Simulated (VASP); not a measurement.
A run of VASP 6.6.1:

File INCAR:

```
PREC = Accurate
ENCUT = 520
EDIFF = 1E-7
ISMEAR = -1
SIGMA = 0.05
LREAL = False
LASPH = True
NELM = 150
ALGO = Normal
ISIF = 2
LWAVE = False
LCHARG = True
ISPIN = 2
MAGMOM = 7
LORBIT = 11
NUPDOWN = 7.0
LMAXMIX = 6
GGA = PE
LELF = True
LVHAR = True
NBANDS = 19
```

The input KPOINTS:

```
Automatic mesh
0
Gamma
  8 8 8
```

The input POSCAR:

```
Gd
1.0
    0.0000000000      2.5858190855      2.5858190855
    2.5858190855      0.0000000000      2.5858190855
    2.5858190855      2.5858190855      0.0000000000
Gd
1
Direct
    0.0000000000      0.0000000000      0.0000000000
```

Potentials or basis: VASP PAW PBE potentials, release 64 (Gd).

Launch:

```bash
$ cat potpaw_PBE.64/Gd/POTCAR > POTCAR
$ mpirun -np 1 vasp_std > vasp.out
```

Hardware: 1 thread of Intel(R) Xeon(R) 6975P-C (Granite Rapids), with other jobs on the host.

Question: How long does it take, and how much memory?

Answer: It took 41 s on 1 thread of Intel(R) Xeon(R) 6975P-C (Granite Rapids) (shared host), peak memory 0.19 GiB. Counts: scf iterations 23, k points 29.
